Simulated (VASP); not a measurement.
# CoSi2 (C2/m) in VASP: single point with PBEsol

Aim: the single point of CoSi2 with PBEsol.

Program: VASP 6.6.1. These are calculated values, not measurements. Logs are shortened: lines on timing, memory, paths and dates and some standing lists are left out, and cuts for length are marked.

### 1 The cell of the first run

The structure is monoclinic, space group C2/m (No. 12). The conventional cell has a = 6.449 Å, b = 3.833 Å, c = 3.740 Å, α = 90.00°, β = 123.65°, γ = 90.00°. Within 3.0 Å of Co (site symmetry 2/m) lie 8 Si at 2.30 to 2.33 Å. Within 3.0 Å of Si (site symmetry m) lie 4 Co at 2.30 to 2.33 Å and 6 Si at 2.65 to 2.72 Å.

### 2 Single point, PBEsol

Contents of INCAR:

```
  PREC = Accurate
  ENCUT = 520
  EDIFF = 1E-6
  ISMEAR = 0
  SIGMA = 0.1
  LREAL = False
  LASPH = True
  NELM = 100
  ALGO = Normal
  ISIF = 2
  LWAVE = False
  LCHARG = False
  GGA = PS
  NBANDS = 16
```

Contents of KPOINTS:

```
regular mesh
0
Gamma
  9 9 12
```

Contents of POSCAR:

```
CoSi2
1.0
    3.8330525705     -0.0000036646     -0.0069755540
   -1.9165294588      3.3195263969      0.0000000000
    1.9110769514      1.1033607924      3.0191771114
Co Si
1 2
Direct
    0.0000000000      0.0000000000      0.0000000000
    0.4925864892      0.7462932446      0.7590884460
    0.5074135108      0.2537067554      0.2409115540
```

Potentials or basis: VASP PAW PBE potentials, release 64 (Co, Si).

The run is started by

```
$ cat potpaw_PBE.64/Co/POTCAR potpaw_PBE.64/Si/POTCAR > POTCAR
$ mpirun -np 1 vasp_std > vasp.out
```

OUTCAR:

```text
PREC = Accurate
   ENCUT = 520
   EDIFF = 1E-6
   ISMEAR = 0
   LREAL = False
   LASPH = True
   NELM = 100
   ISIF = 2
   GGA = PS

 ion  position               nearest neighbor table
   1  0.000  0.000  0.000-   3 2.30   2 2.30   3 2.33   2 2.33   2 2.33   3 2.33   3 2.33   2 2.33

   2  0.493  0.746  0.759-   1 2.30   1 2.33   1 2.33   1 2.33   3 2.65   3 2.65   3 2.65   3 2.71
                             3 2.71   3 2.72
   3  0.507  0.254  0.241-   1 2.30   1 2.33   1 2.33   1 2.33   2 2.65   2 2.65   2 2.65   2 2.71
                             2 2.71   2 2.72

  LATTYP: Found a base centered monoclinic cell.
 ALAT       =     6.4485403597
 B/A-ratio  =     0.5944072153
 C/A-ratio  =     0.5799233539
 COS(beta)  =    -0.5540751913

  Lattice vectors:

 A1 = (   1.9219756191,  -1.1033644570,  -3.0261526654)
 A2 = (   0.0054461603,   2.2161619399,  -3.0261526654)
 A3 = (   1.9110769514,   1.1033607924,   3.0191771114)

Analysis of symmetry for initial positions (statically):
=====================================================================
 Subroutine PRICEL returns:
 Original cell was already a primitive cell.

 Routine SETGRP: Setting up the symmetry group for a
 base centered monoclinic supercell.

 Subroutine GETGRP returns: Found  4 space group operations
 (whereof  4 operations were pure point group operations)
 out of a pool of  4 trial point group operations.

The static configuration has the point symmetry C_2h.

Analysis of symmetry for dynamics (positions and initial velocities):
=====================================================================
 Subroutine PRICEL returns:
 Original cell was already a primitive cell.

 Routine SETGRP: Setting up the symmetry group for a
 base centered monoclinic supercell.

 Subroutine GETGRP returns: Found  4 space group operations
 (whereof  4 operations were pure point group operations)
 out of a pool of  4 trial point group operations.

The dynamic configuration has the point symmetry C_2h.

 Subroutine INISYM returns: Found  4 space group operations
 (whereof  4 operations are pure point group operations),
 and found     1 'primitive' translations

----------------------------------------------------------------------------------------

                                     Primitive cell

  volume of cell :      38.4747

  direct lattice vectors                    reciprocal lattice vectors
     3.833052571 -0.000003665 -0.006975554     0.260488733  0.150393240 -0.219845340
    -1.916529459  3.319526397  0.000000000    -0.000199754  0.301132465 -0.109922670
     1.911076951  1.103360792  3.019177111     0.000601837  0.000347471  0.330708143

  length of vectors
     3.833058918  3.833058918  3.739659153     0.372564733  0.320567925  0.330708874

  position of ions in fractional coordinates (direct lattice)
     0.000000000  0.000000000  0.000000000
     0.492586489  0.746293245  0.759088446
     0.507413511  0.253706755  0.240911554

  ion indices of the primitive-cell ions
   primitive index   ion index
                 1           1
                 2           2
                 3           3

----------------------------------------------------------------------------------------

 KPOINTS: regular mesh

Automatic generation of k-mesh.
 Grid dimensions read from file:
 generate k-points for:    9    9   12

 Generating k-lattice:

  Cartesian coordinates                     Fractional coordinates (reciprocal lattice)
     0.028943193  0.016710360 -0.024427260     0.111111111 -0.000000000  0.000000000
    -0.000022195  0.033459163 -0.012213630     0.000000000  0.111111111 -0.000000000
     0.000050153  0.000028956  0.027559012     0.000000000 -0.000000000  0.083333333

  Length of vectors
     0.041396081  0.035618658  0.027559073

  Shift w.r.t. Gamma in fractional coordinates (k-lattice)
     0.000000000  0.000000000  0.000000000

 Subroutine IBZKPT returns following result:
 ===========================================

 Found    275 irreducible k-points:

 Following reciprocal coordinates:
            Coordinates               Weight
  0.000000  0.000000  0.000000      1.000000
  0.111111  0.000000  0.000000      2.000000
  0.222222  0.000000 -0.000000      2.000000
  0.333333  0.000000  0.000000      2.000000
  0.444444  0.000000 -0.000000      2.000000
  0.000000  0.111111  0.000000      4.000000
[... 16 lines left out ...]
  0.222222  0.444444  0.000000      4.000000
 -0.333333  0.444444 -0.000000      4.000000
 [... further k-points ...]
   k-points           NKPTS =    275   k-points in BZ     NKDIM =    275   number of bands    NBANDS=     16
   number of dos      NEDOS =    301   number of ions     NIONS =      3
   total plane-waves  NPLWV =  25200
   dimension x,y,z NGX =    30 NGY =   30 NGZ =   28
   dimension x,y,z NGXF=    60 NGYF=   60 NGZF=   56
   ions per type =               1   2
   NGX,Y,Z   is equivalent  to a cutoff of  13.01, 13.01, 12.45 a.u.
   NGXF,Y,Z  is equivalent  to a cutoff of  26.02, 26.02, 24.89 a.u.
 SYSTEM =  unknown system
   PREC   = accura    normal or accurate (medium, high low for compatibility)
   ISTART =      0    job   : 0-new  1-cont  2-samecut
   ICHARG =      2    charge: 1-file 2-atom 10-const
   ISPIN  =      1    spin polarized calculation?
   LNONCOLLINEAR =      F non collinear calculations
   LSORBIT =      F    spin-orbit coupling
   LASPH  =      T    aspherical Exc in radial PAW
   ENCUT  =  520.0 eV  38.22 Ry    6.18 a.u.   7.13  7.13  6.95*2*pi/ulx,y,z
   NELM   =    100;   NELMIN=  2; NELMDL= -5     # of ELM steps
   EDIFF  = 0.1E-05   stopping-criterion for ELM
   LREAL  =      F    real-space projection
   EDIFFG = 0.1E-04   stopping-criterion for IOM
   NSW    =      0    number of steps for IOM
   IBRION =     -1    ionic relax: 0-MD 1-quasi-New 2-CG
   NFREE  =      0    steps in history (QN), initial steepest desc. (CG)
   ISIF   =      2    stress and relaxation
   ISYM   =      2    0-nonsym 1-usesym 2-fastsym
   POTIM  = 0.5000    time-step for ionic-motion
   TEBEG  =    0.0;   TEEND  =   0.0 temperature during run
   PSTRESS=    0.0 pullay stress
   NELECT =      17.0000    total number of electrons
   NUPDOWN=      -1.0000    fix difference up-down
   EMIN   =  10.00;   EMAX   =-10.00  energy-range for DOS
   EFERMI =   0.00;   METHOD = LEGACY
   ISMEAR =     0;   SIGMA  =   0.10  broadening in eV -4-tet -1-fermi 0-gaus
   EFERMI_NEDOS =   21; number of points for ismear=-14 and -15
   IALGO  =     38    algorithm
   IMIX   =      4    mixing-type and parameters
     AMIX     =   0.40;   BMIX     =  1.00
     AMIX_MAG =   1.60;   BMIX_MAG =  1.00
  volume/ion in A,a.u.               =      12.82        86.55
  Fermi-wavevector in a.u.,A,eV,Ry     =   1.246903  2.356304 21.153879  1.554766
  Thomas-Fermi vector in A             =   2.381059
   LORBIT       =      0    0 simple, 1 ext, 2 COOP (PROOUT), +10 PAW based schemes
   GGA     = PS    functional components
   LHFCALC =     F    Hartree Fock is set to
   AEXX    =    0.0000 exact exchange contribution
   IVDW    =     0    specifies the selected vdW correction
   LEPSILON=     F    determine dielectric tensor
   LRPA    =     F    only Hartree local field effects (RPA)
 non-spin polarized calculation
 Gauss-broadening in eV      SIGMA  =   0.10
  energy-cutoff  :      520.00
  volume of cell :       38.47
 maximum number of plane-waves:      1048
 NGX is ok and might be reduce to    30
   NGX = 15   NGY = 15   NGZ = 13

 number of electron      17.0000001 magnetization

 Free energy of the ion-electron system (eV)
  ---------------------------------------------------
  ext. energy  EPLUGINS =         0.00000000
  ---------------------------------------------------
  free energy    TOTEN  =       -20.94854301 eV

  energy without entropy =      -20.94199013  energy(sigma->0) =      -20.94526657

 E-fermi :   9.9532     XC(G=0): -11.8491

 val. band max:        9.9479311120   @ k =   0.1111   0.2222   0.0833
 cond. band min:       9.9582090938   @ k =   0.2222   0.4444   0.0000
 fundamental gap:      0.0102779818
 Fermi energy:         9.9531574575

 k-point     1 :       0.0000    0.0000    0.0000
  band No.  band energies     occupation
      1      -3.1319      2.00000
      2       5.8347      2.00000
      3       5.8589      2.00000
      4       6.0279      2.00000
      5       8.0774      2.00000
      6       8.0898      2.00000
[... 8 lines left out ...]
     15      15.7001      0.00000
     16      15.8064      0.00000

 k-point     2 :       0.1111    0.0000    0.0000
  band No.  band energies     occupation
      1      -2.8833      2.00000
      2       5.4899      2.00000
      3       5.8406      2.00000
      4       6.0015      2.00000
      5       7.8374      2.00000
      6       8.1523      2.00000
[... 8 lines left out ...]
     15      15.9147      0.00000
     16      16.1052      0.00000

 k-point     3 :       0.2222    0.0000   -0.0000
  band No.  band energies     occupation
      1      -2.1466      2.00000
      2       4.6949      2.00000
      3       5.8793      2.00000
      4       6.0747      2.00000
      5       6.9864      2.00000
      6       8.3146      2.00000
[... 8 lines left out ...]
     15      18.0463      0.00000
     16      18.4384      0.00000

 k-point     4 :       0.3333    0.0000    0.0000
  band No.  band energies     occupation
      1      -0.9591      2.00000
      2       4.0035      2.00000
      3       5.2668      2.00000
      4       5.9835      2.00000
      5       6.2577      2.00000
      6       8.5024      2.00000
[... 8 lines left out ...]
     15      18.4986      0.00000
     16      21.1482      0.00000

 k-point     5 :       0.4444    0.0000   -0.0000
  band No.  band energies     occupation
      1       0.5066      2.00000
      2       3.2460      2.00000
      3       3.6561      2.00000
      4       6.1160      2.00000
      5       6.5017      2.00000
      6       8.0384      2.00000
[... 8 lines left out ...]
     15      20.2770      0.00000
     16      22.5105      0.00000

 k-point     6 :       0.0000    0.1111    0.0000
  band No.  band energies     occupation
      1      -2.9474      2.00000
      2       5.3992      2.00000
      3       5.9232      2.00000
      4       6.0739      2.00000
      5       8.0221      2.00000
      6       8.0409      2.00000
[... 8 lines left out ...]
     15      15.2951      0.00000
     16      15.4952      0.00000

 k-point     7 :       0.1111    0.1111   -0.0000
  band No.  band energies     occupation
      1      -2.4543      2.00000
      2       4.6732      2.00000
      3       6.0040      2.00000
      4       6.0941      2.00000
      5       7.5620      2.00000
      6       8.1876      2.00000
[... 8 lines left out ...]
     15      16.9852      0.00000
     16      17.4697      0.00000

 k-point     8 :       0.2222    0.1111   -0.0000
  band No.  band energies     occupation
      1      -1.4887      2.00000
      2       3.9012      2.00000
      3       5.9715      2.00000
      4       6.1836      2.00000
      5       6.4036      2.00000
      6       8.3980      2.00000
[... 8 lines left out ...]
     15      19.5486      0.00000
     16      19.8499      0.00000

 k-point     9 :       0.3333    0.1111    0.0000
  band No.  band energies     occupation
      1      -0.1231      2.00000
      2       3.3642      2.00000
      3       4.3253      2.00000
      4       6.0418      2.00000
      5       6.4163      2.00000
      6       8.0786      2.00000
[... 8 lines left out ...]
     15      20.2371      0.00000
     16      22.5369      0.00000
[... 172 lines left out ...]
 k-point    19 :       0.3333    0.3333    0.0000
  band No.  band energies     occupation
      1       0.9561      2.00000
      2       1.7619      2.00000
      3       3.7948      2.00000
      4       6.4130      2.00000
      5       6.8740      2.00000
      6       7.5271      2.00000
[... 8 lines left out ...]
     15      19.1346      0.00000
     16      19.5821      0.00000

 k-point    20 :      -0.2222    0.3333    0.0000
  band No.  band energies     occupation
      1      -1.9850      2.00000
      2       3.7758      2.00000
      3       5.8079      2.00000
      4       6.4658      2.00000
      5       7.6529      2.00000
      6       8.1404      2.00000
[... 8 lines left out ...]
     15      16.9106      0.00000
     16      18.8078      0.00000

 k-point    21 :       0.0000    0.4444   -0.0000
  band No.  band energies     occupation
      1      -0.3254      2.00000
      2       1.1941      2.00000
      3       6.4155      2.00000
      4       6.4425      2.00000
      5       7.8453      2.00000
      6       8.2229      2.00000
[... 8 lines left out ...]
     15      19.7379      0.00000
     16      20.7622      0.00000

 k-point    22 :       0.1111    0.4444    0.0000
  band No.  band energies     occupation
      1       0.2294      2.00000
      2       0.8728      2.00000
      3       6.0525      2.00000
      4       6.5219      2.00000
      5       7.3762      2.00000
      6       8.1472      2.00000
[... 8 lines left out ...]
     15      19.4936      0.00000
     16      20.5191      0.00000

 k-point    23 :       0.2222    0.4444    0.0000
  band No.  band energies     occupation
      1      -0.1553      2.00000
      2       2.0777      2.00000
      3       4.8177      2.00000
      4       6.8614      2.00000
      5       7.0177      2.00000
      6       7.4744      2.00000
[... 8 lines left out ...]
     15      18.5897      0.00000
     16      18.7178      0.00000

 k-point    24 :      -0.3333    0.4444   -0.0000
  band No.  band energies     occupation
      1      -0.9948      2.00000
      2       2.3281      2.00000
      3       5.8781      2.00000
      4       6.5966      2.00000
      5       7.7071      2.00000
      6       7.8592      2.00000
[... 8 lines left out ...]
     15      18.4907      0.00000
     16      20.4611      0.00000

 [... further k-points ...]
[... 5 lines left out ...]
  --------------------------------------------------------------------------------------
  -------------------------------------------------------------------------------------
  Total       -1.6930823     -1.6784516     -0.0010421     -0.0126706      0.0015895      0.0027532
  in kB      -70.5038569    -69.8946004     -0.0433963     -0.5276316      0.0661922      0.1146496
  external PRESSURE =     -46.8139512 kB  Pullay stress =       0.0000000 kB

 VOLUME and BASIS-vectors are now :
 -----------------------------------------------------------------------------
  energy-cutoff  :      520.00
  volume of cell :       38.47
      direct lattice vectors                 reciprocal lattice vectors
     3.833052571 -0.000003665 -0.006975554     0.260488733  0.150393240 -0.219845340
    -1.916529459  3.319526397  0.000000000    -0.000199754  0.301132465 -0.109922670
     1.911076951  1.103360792  3.019177111     0.000601837  0.000347471  0.330708143

 POSITION                                       TOTAL-FORCE (eV/Angst)
 -----------------------------------------------------------------------------------
      0.00000      0.00000      0.00000         0.000000     -0.000000      0.000000
      1.90849      3.31489      2.28839         0.004840      0.002794      0.000876
      1.91911      1.10800      0.72382        -0.004840     -0.002794     -0.000876
 -----------------------------------------------------------------------------------
    total drift:                                0.000000     -0.000000     -0.000000

  FREE ENERGIE OF THE ION-ELECTRON SYSTEM (eV)
  ---------------------------------------------------
  free  energy   TOTEN  =       -20.9485430097 eV

  energy  without entropy=      -20.9419901300  energy(sigma->0) =      -20.94526657
```

Wall time 1.8 min (1 thread of Intel Xeon Platinum 8488C (Sapphire Rapids), shared host); peak memory 0.28 GiB.

What came out:

```yaml
Free_energy: -20.9485 eV
Pressure: -4.7 GPa
Largest_force: 0.006 eV/Å
```

Forces in eV/Å, atoms in the order of the input:
```
Co   0.000  0.000  0.000
Si   0.005  0.003  0.001
Si  -0.005 -0.003 -0.001
```

Levels at points of the mesh, in eV from the Fermi level:
```tsv
k point	band 7	band 8	band 9	band 10	band 11	band 12
(0.00, 0.00, 0.00)	0.73	3.21	3.24	3.32	3.35	3.63
(0.00, 0.00, 0.50)	-1.55	-0.59	-0.55	2.26	3.20	3.24
```

Caveat: the PAW data sets were made with another functional, which shifts forces and pressure a little.
